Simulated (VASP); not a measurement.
**MgZr2N: single point with PBE**

MgZr2N:

```
Mg Zr N
1.0
     3.92084    0.00000    0.00000
    -1.96042    3.39555    0.00000
     0.00000    0.00000    4.82041
Mg Zr N
1 2 1
Direct
  0.00000 0.00000 0.06254
  0.33333 0.66667 0.11819
  0.66667 0.33333 0.11819
  0.00000 0.00000 0.70031
```

```
Program                : VASP 6.6.1
Task                   : single point
Functional             : PBE
Potentials or basis    : VASP PAW PBE potentials, release 64 (Mg, Zr_sv, N)
Cutoff                 : 520 eV
k mesh                 : 6 × 6 × 4
Occupations            : gaussian, width 0.1 eV
Spin                   : no spin polarisation
Dipole correction      : no
Further INCAR settings : ALGO = Normal; EDIFF = 1e-07; NBANDS = 24
```

The pressure is 69.8 GPa. The largest force is 3.886 eV/Å.

Forces in eV/Å, atoms in the order of the input:
```
Mg   0.000  0.000  1.875
Zr   0.000  0.000  1.005
Zr   0.000  0.000  1.005
N    0.000  0.000 -3.886
```

Stress tensor (GPa, compression positive):
```
104.91   0.00   0.00
  0.00 104.91   0.00
  0.00   0.00  -0.49
```

Levels at points of the mesh, in eV from the Fermi level:
| k point | band 14 | band 15 | band 16 | band 17 | band 18 | band 19 |
| --- | --- | --- | --- | --- | --- | --- |
| (0.00, 0.00, 0.00) | -0.75 | -0.75 | -0.54 | 0.81 | 0.81 | 3.40 |
| (0.50, 0.00, 0.00) | -2.12 | -0.35 | 0.67 | 0.72 | 2.05 | 2.15 |
| (0.00, 0.00, 0.50) | -0.88 | -0.88 | 0.36 | 0.36 | 1.74 | 2.70 |
| (0.50, 0.00, 0.50) | -1.52 | -1.13 | 0.47 | 0.73 | 1.57 | 3.35 |

Wall time 21 s on 1 thread of Intel(R) Xeon(R) 6975P-C (Granite Rapids) (shared host), peak memory 0.19 GiB.

Caveat: forces of over 1 eV/Å act on the atoms, so gaps and moduli don't describe the material at rest.
